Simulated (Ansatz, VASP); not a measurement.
# Rh: VASP beside Ansatz

```
CELL_PARAMETERS angstrom
0.00000 1.89995 1.89995
1.89995 0.00000 1.89995
1.89995 1.89995 0.00000
ATOMIC_POSITIONS crystal
Rh 0.00000 0.00000 0.00000
```

Alike in both runs: functional r2SCAN; k mesh 18 × 18 × 18; occupations gaussian, width 0.1 eV; no spin polarisation.

Ansatz relaxed the structure, and its values are those at the end. VASP's run is a single point on that final structure, the one shown.

```csv
,VASP,Ansatz
version,VASP 6.6.1,Ansatz 0.2.0
potentials or method,"VASP PAW PBE potentials, release 64 (Rh_sv_GW), cutoff 580 eV","scalar-relativistic, plane waves, PAW"
valence electrons in the cell,17,17
```

```csv
,VASP,Ansatz,Ansatz less VASP
gap on the k mesh at the Fermi level (eV),none,none,-
pressure (GPa),-1.6,0.0,+1.61
```

VASP's potentials were made for PBE, not for r2SCAN. A gap of «none» marks a metal or a gap that the smearing closes. With one functional, cell and mesh, what is left measures potentials, basis and numerics.
